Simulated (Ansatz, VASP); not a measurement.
# One calculation of Si3C3N8, two programs

```
Si C N
1.0
     7.04237    0.00000    0.00000
    -3.52118    6.09887    0.00000
     0.00000    0.00000    2.66834
Si C N
3 3 8
Direct
  0.22553 0.83495 0.50000
  0.16505 0.39058 0.50000
  0.60942 0.77447 0.50000
  0.42577 0.23666 0.00000
  0.81089 0.57423 0.00000
  0.76334 0.18911 0.00000
  0.33333 0.66667 0.50000
  0.66667 0.33333 0.00000
  0.94836 0.63801 0.50000
  0.30397 0.00230 0.00000
  0.69833 0.69603 0.00000
  0.36199 0.31035 0.50000
  0.99770 0.30167 0.00000
  0.68965 0.05164 0.50000
```

Alike in both runs: task single point; functional PBE; k mesh 6 × 6 × 10; occupations fermi-dirac, width 0.02 eV; no spin polarisation.

```csv
,VASP,Ansatz
version,VASP 6.6.1,Ansatz 0.2.0
potentials or method,"VASP PAW PBE potentials, release 64 (Si, C, N)","plane waves, PAW"
plane-wave cutoff (eV),520,420
valence electrons in the cell,64,64
```

```csv
,VASP,Ansatz,Ansatz less VASP
gap on the k mesh at the Fermi level (eV),2.30,2.31,+0.005
pressure (GPa),5.7,5.7,+0.03
rms of the force components (eV/Å),0.094,0.107,+0.0138
```
